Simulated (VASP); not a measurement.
SnGeP6, 8 atoms in the cell. The structure is hexagonal, space group P6/mmm (No. 191). The conventional cell has a = 7.804 Å, b = 7.804 Å, c = 5.511 Å, α = 90.00°, β = 90.00°, γ = 120.00°. Sn (site symmetry 6/mmm) has 2 Ge at 2.76 Å and 6 P at 2.91 Å within 3.6 Å. Within 3.6 Å of Ge (site symmetry 6/mmm) lie 2 Sn at 2.76 Å. Within 2.6 Å of P (site symmetry m2m) lie 1 P at 1.98 Å. The cell was generated, and may not be a known phase.

- Program: VASP 6.6.1
- Task: single point
- Functional: PBE
- Potentials or basis: VASP PAW PBE potentials, release 64 (Sn_d, Ge_d, P)
- Cutoff: 520 eV
- k mesh: 3 × 3 × 4
- Occupations: gaussian, width 0.2 eV
- Spin: no spin polarisation
- Dipole correction: no
- Further INCAR settings: ALGO = Normal; EDIFF = 1e-06; NBANDS = 39

Potentials or basis: VASP PAW PBE potentials, release 64 (Sn_d, Ge_d, P).

Command:

```console
$ cat potpaw_PBE.64/Sn_d/POTCAR potpaw_PBE.64/Ge_d/POTCAR potpaw_PBE.64/P/POTCAR > POTCAR
$ mpirun -np 1 vasp_std > vasp.out
```

Hardware: 1 thread of AMD EPYC 9R45 96-Core Processor (Zen 5), with other jobs on the host.

**Question.** Estimate the wall time of this run.

**Answer.** Wall time 65 s on 1 thread of AMD EPYC 9R45 96-Core Processor (Zen 5) (shared host), peak memory 0.4 GiB. Counts: scf iterations 14, k points 9.
